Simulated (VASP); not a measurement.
# Cu (Fm-3m) in VASP: density of states with PBEsol

Aim: the density of states of Cu with PBEsol.

Everything below comes from runs of VASP 6.6.1. Logs are shortened: lines on timing, memory, paths and dates and some standing lists are left out, and cuts for length are marked.

**1. The cell of the first run**

It takes space group Fm-3m (No. 225, cubic). The conventional cell has a = 3.615 Å, b = 3.615 Å, c = 3.615 Å, α = 90.00°, β = 90.00°, γ = 90.00°. Cu (site symmetry m-3m) has 12 Cu at 2.56 Å within 3.4 Å.

**2. Density of states, PBEsol**

POSCAR

```
Cu
1.0
    0.0000000000      1.8075000000      1.8075000000
    1.8075000000      0.0000000000      1.8075000000
    1.8075000000      1.8075000000      0.0000000000
Cu
1
Direct
    0.0000000000      0.0000000000      0.0000000000
```

INCAR.step1

```
PREC = Accurate
ENCUT = 520
EDIFF = 1E-6
ISMEAR = 1
SIGMA = 0.1
LREAL = False
LASPH = True
NELM = 120
ALGO = Normal
ISIF = 2
LWAVE = False
LCHARG = True
LMAXMIX = 4
GGA = PS
NBANDS = 12
GGA_COMPAT = False
NEDOS = 2001
LORBIT = 11
```

KPOINTS.step1

```
Automatic mesh
0
Gamma
  14 14 14
```

INCAR.step2

```
PREC = Accurate
ENCUT = 520
EDIFF = 1E-6
ISMEAR = -5
SIGMA = 0.1
LREAL = False
LASPH = True
NELM = 120
ALGO = Normal
ISIF = 2
LWAVE = False
LCHARG = False
LMAXMIX = 4
GGA = PS
LORBIT = 11
NBANDS = 12
NEDOS = 1001
ICHARG = 11
GGA_COMPAT = False
```

KPOINTS.step2

```
Automatic mesh
0
Gamma
  21 21 21
```

Potentials or basis: VASP PAW PBE potentials, release 64 (Cu).

On the command line:

```console
cat potpaw_PBE.64/Cu/POTCAR > POTCAR
cp INCAR.step1 INCAR
cp KPOINTS.step1 KPOINTS
mpirun -np 1 vasp_std > vasp.out
cp INCAR.step2 INCAR
cp KPOINTS.step2 KPOINTS
mpirun -np 1 vasp_std > vasp.out
```

OUTCAR:

```text
PREC = Accurate
   ENCUT = 520
   EDIFF = 1E-6
   ISMEAR = -5
   LREAL = False
   LASPH = True
   NELM = 120
   ISIF = 2
   GGA = PS
   LORBIT = 11
   ICHARG = 11

 ion  position               nearest neighbor table
   1  0.000  0.000  0.000-

  LATTYP: Found a face centered cubic cell.
 ALAT       =     3.6150000000

  Lattice vectors:

 A1 = (   0.0000000000,   1.8075000000,   1.8075000000)
 A2 = (   1.8075000000,   0.0000000000,   1.8075000000)
 A3 = (   1.8075000000,   1.8075000000,   0.0000000000)

Analysis of symmetry for initial positions (statically):
=====================================================================
 Subroutine PRICEL returns:
 Original cell was already a primitive cell.

 Routine SETGRP: Setting up the symmetry group for a
 face centered cubic supercell.

 Subroutine GETGRP returns: Found 48 space group operations
 (whereof 48 operations were pure point group operations)
 out of a pool of 48 trial point group operations.

The static configuration has the point symmetry O_h .

Analysis of symmetry for dynamics (positions and initial velocities):
=====================================================================
 Subroutine PRICEL returns:
 Original cell was already a primitive cell.

 Routine SETGRP: Setting up the symmetry group for a
 face centered cubic supercell.

 Subroutine GETGRP returns: Found 48 space group operations
 (whereof 48 operations were pure point group operations)
 out of a pool of 48 trial point group operations.

The dynamic configuration has the point symmetry O_h .

 Subroutine INISYM returns: Found 48 space group operations
 (whereof 48 operations are pure point group operations),
 and found     1 'primitive' translations

----------------------------------------------------------------------------------------

                                     Primitive cell

  volume of cell :      11.8104

  direct lattice vectors                    reciprocal lattice vectors
     0.000000000  1.807500000  1.807500000    -0.276625173  0.276625173  0.276625173
     1.807500000  0.000000000  1.807500000     0.276625173 -0.276625173  0.276625173
     1.807500000  1.807500000  0.000000000     0.276625173  0.276625173 -0.276625173

  length of vectors
     2.556191014  2.556191014  2.556191014     0.479128854  0.479128854  0.479128854

  position of ions in fractional coordinates (direct lattice)
     0.000000000  0.000000000  0.000000000

  ion indices of the primitive-cell ions
   primitive index   ion index
                 1           1

----------------------------------------------------------------------------------------

[... 86 lines left out ...]
   ISMEAR =    -5;   SIGMA  =   0.10  broadening in eV -4-tet -1-fermi 0-gaus
   EFERMI_NEDOS =   21; number of points for ismear=-14 and -15
   IALGO  =     38    algorithm
   IMIX   =      4    mixing-type and parameters
     AMIX     =   0.40;   BMIX     =  1.00
     AMIX_MAG =   1.60;   BMIX_MAG =  1.00
  volume/ion in A,a.u.               =      11.81        79.70
  Fermi-wavevector in a.u.,A,eV,Ry     =   1.598763  3.021224 34.777078  2.556043
  Thomas-Fermi vector in A             =   2.696162
   LORBIT       =     11    0 simple, 1 ext, 2 COOP (PROOUT), +10 PAW based schemes
   GGA     = PS    functional components
   LHFCALC =     F    Hartree Fock is set to
   AEXX    =    0.0000 exact exchange contribution
   IVDW    =     0    specifies the selected vdW correction
   LEPSILON=     F    determine dielectric tensor
   LRPA    =     F    only Hartree local field effects (RPA)
 non-spin polarized calculation
 Fermi weights with tetrahedron method with Bloechl corrections
  energy-cutoff  :      520.00
  volume of cell :       11.81
 maximum number of plane-waves:       331

 number of electron      11.0000001 magnetization

 Free energy of the ion-electron system (eV)
  ---------------------------------------------------
  ext. energy  EPLUGINS =         0.00000000
  ---------------------------------------------------
  free energy    TOTEN  =        -4.29983539 eV

  energy without entropy =       -4.29983539  energy(sigma->0) =       -4.29983539

 E-fermi :   7.4252     XC(G=0): -12.9074

 val. band max:        7.4000059263   @ k =  -0.4762   0.0952   0.0000
 cond. band min:       7.4225690391   @ k =  -0.3333   0.1905   0.0000
 fundamental gap:      0.0225631128
 Fermi energy:         7.4251690089

 k-point     1 :       0.0000    0.0000    0.0000
  band No.  band energies     occupation
      1      -1.9883      2.00000
      2       4.3773      2.00000
      3       4.3773      2.00000
      4       4.3773      2.00000
      5       5.2097      2.00000
      6       5.2097      2.00000
      7      29.9827      0.00000
      8      32.5970      0.00000
      9      32.5970      0.00000
     10      32.5970      0.00000
     11      35.0749      0.00000
     12      35.0749      0.00000
[... 331 lines left out ...]
 k-point    24 :      -0.3810    0.0476    0.0000
  band No.  band energies     occupation
      1       2.0777      2.00000
      2       4.3766      2.00000
      3       4.4159      2.00000
      4       4.8933      2.00000
      5       5.6082      2.00000
      6       5.9406      2.00000
      7      13.4927      0.00000
      8      27.2890      0.00000
      9      29.2902      0.00000
     10      30.0790      0.00000
     11      32.7130      0.00000
     12      34.2388      0.00000

 [... further k-points ...]

------------------------ aborting loop because EDIFF is reached ----------------------------------------

  FORCE on cell =-STRESS in cart. coord.  units (eV):
  Direction    XX          YY          ZZ          XY          YZ          ZX
  --------------------------------------------------------------------------------------
  -------------------------------------------------------------------------------------
  Total       -0.6245877     -0.6245877     -0.6245877     -0.0000000     -0.0000000      0.0000000
  in kB      -84.7303695    -84.7303695    -84.7303695     -0.0000000     -0.0000000      0.0000000
  external PRESSURE =     -84.7303695 kB  Pullay stress =       0.0000000 kB

 VOLUME and BASIS-vectors are now :
 -----------------------------------------------------------------------------
  energy-cutoff  :      520.00
  volume of cell :       11.81
      direct lattice vectors                 reciprocal lattice vectors
     0.000000000  1.807500000  1.807500000    -0.276625173  0.276625173  0.276625173
     1.807500000  0.000000000  1.807500000     0.276625173 -0.276625173  0.276625173
     1.807500000  1.807500000  0.000000000     0.276625173  0.276625173 -0.276625173

 POSITION                                       TOTAL-FORCE (eV/Angst)
 -----------------------------------------------------------------------------------
      0.00000      0.00000      0.00000        -0.000000      0.000000     -0.000000
 -----------------------------------------------------------------------------------
    total drift:                               -0.000000     -0.000000     -0.000000

  FREE ENERGIE OF THE ION-ELECTRON SYSTEM (eV)
  ---------------------------------------------------
  free  energy   TOTEN  =        -4.2998353917 eV

  energy  without entropy=       -4.2998353917  energy(sigma->0) =       -4.29983539

 total charge

# of ion       s       p       d       tot
------------------------------------------
    1        0.450   0.386   9.166  10.003
```

OSZICAR.step1:

```text
N       E                     dE             d eps       ncg     rms          rms(c)
DAV:   1     0.416202126357E+02    0.41620E+02   -0.54377E+03  2776   0.154E+03
DAV:   2    -0.400992649473E+01   -0.45630E+02   -0.42006E+02  2556   0.203E+02
DAV:   3    -0.536850808948E+01   -0.13586E+01   -0.13492E+01  2888   0.401E+01
DAV:   4    -0.537703294259E+01   -0.85249E-02   -0.85227E-02  2880   0.279E+00
DAV:   5    -0.537710932130E+01   -0.76379E-04   -0.76378E-04  2920   0.271E-01    0.837E+00
DAV:   6    -0.476543987799E+01    0.61167E+00   -0.17700E+01  2972   0.794E+01    0.439E+00
DAV:   7    -0.431370439951E+01    0.45174E+00   -0.27487E+00  2992   0.313E+01    0.534E-01
DAV:   8    -0.430267877280E+01    0.11026E-01   -0.66523E-03  3068   0.150E+00    0.351E-01
DAV:   9    -0.430046246710E+01    0.22163E-02   -0.12586E-02  3064   0.191E+00    0.226E-02
DAV:  10    -0.430046898453E+01   -0.65174E-05   -0.31816E-05  3564   0.900E-02    0.667E-03
DAV:  11    -0.430047019811E+01   -0.12136E-05   -0.54247E-07  2116   0.146E-02    0.516E-04
DAV:  12    -0.430047016556E+01    0.32551E-07   -0.50588E-08  1560   0.282E-03
   1 F= -.43004702E+01 E0= -.43004890E+01  d E =0.563837E-04
```

Wall time 21 s (1 thread of AMD EPYC 9R45 (Zen 5), shared host); peak memory 0.12 GiB.

What came out:

| Property | Result |
| --- | --- |
| Valence electrons inside the program's atomic spheres | Cu 10.00 |

Levels at points of the mesh, in eV from the Fermi level:
| k point | band 2 | band 3 | band 4 | band 5 | band 6 | band 7 | band 8 | band 9 | band 10 | band 11 |
| --- | --- | --- | --- | --- | --- | --- | --- | --- | --- | --- |
| (0.00, 0.00, 0.00) | -3.05 | -3.05 | -3.05 | -2.22 | -2.22 | 22.56 | 25.17 | 25.17 | 25.17 | 27.65 |

Caveat: the PAW data sets were made with another functional, which shifts forces and pressure a little; tetrahedron occupations give inexact forces and stress in metals.
